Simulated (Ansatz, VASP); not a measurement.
**Ti: VASP beside Ansatz**

The input INCAR:

```
  ALGO = Normal
  EDIFF = 1E-8
  ENCUT = 520
  GGA = PS
  ISIF = 2
  ISMEAR = -1
  LASPH = T
  LCHARG = F
  LEFG = T
  LREAL = F
  LWAVE = F
  NBANDS = 19
  NELM = 100
  PREC = Accurate
  SIGMA = 0.08
```

The input KPOINTS:

```
k-points
0
Gamma
  13 13 7
```

The input POSCAR:

```
Ti
1.0
    2.9888180735      0.0000000000      0.0000000000
   -1.4944090368      2.5883923789      0.0000000000
    0.0000000000      0.0000000000      4.7476649663
Ti
2
Direct
    0.3333333333      0.6666666667      0.2500000000
    0.6666666667      0.3333333333      0.7500000000
```

Input for Ansatz:

```yaml
crystal:
  lattice:
    - [2.9888180735, 0.0, 0.0]
    - [-1.4944090368, 2.5883923789, 0.0]
    - [0.0, 0.0, 4.7476649663]
  atoms:
    - { symbol: Ti, position: [0.3333333333, 0.6666666667, 0.25] }
    - { symbol: Ti, position: [0.6666666667, 0.3333333333, 0.75] }
kpoints:
  mp_grid: { grid: [13, 13, 7] }
scf:
  occupations: { method: fermi_dirac, width: 0.08 }
hamiltonian:
  xc: pbesol
  pseudopotentials: { kind: all_electron, datasets: crystal }
output:
  forces: true
  stress: true
  eigenvalues: true
  efg: { contact_densities: true }
```

Change from the starting cell: volume scaled by 1.04, crystal datasets.

Alike in both runs: task electric field gradients; functional PBEsol; k mesh 13 × 13 × 7; occupations fermi-dirac, width 0.08 eV; no spin polarisation.

```csv
,VASP,Ansatz
version,VASP 6.6.1,Ansatz 0.2.0
potentials or method,"VASP PAW PBE potentials, release 64 (Ti_sv), cutoff 520 eV","all-electron PAW with datasets made for the crystal, scalar-relativistic"
```

```csv
,VASP,Ansatz,Ansatz less VASP
pressure (GPa),-9.5,-9.4,+0.14
"traceless stress, the component that is largest in VASP (GPa)",-0.36,-0.37,-0.001
size of Vzz on the site where it differs most (V/Å²),15.0,16.4,+1.40
```

VASP's potentials were made for PBE, not for PBEsol. Ansatz ran all-electron here, and VASP with PAW potentials.
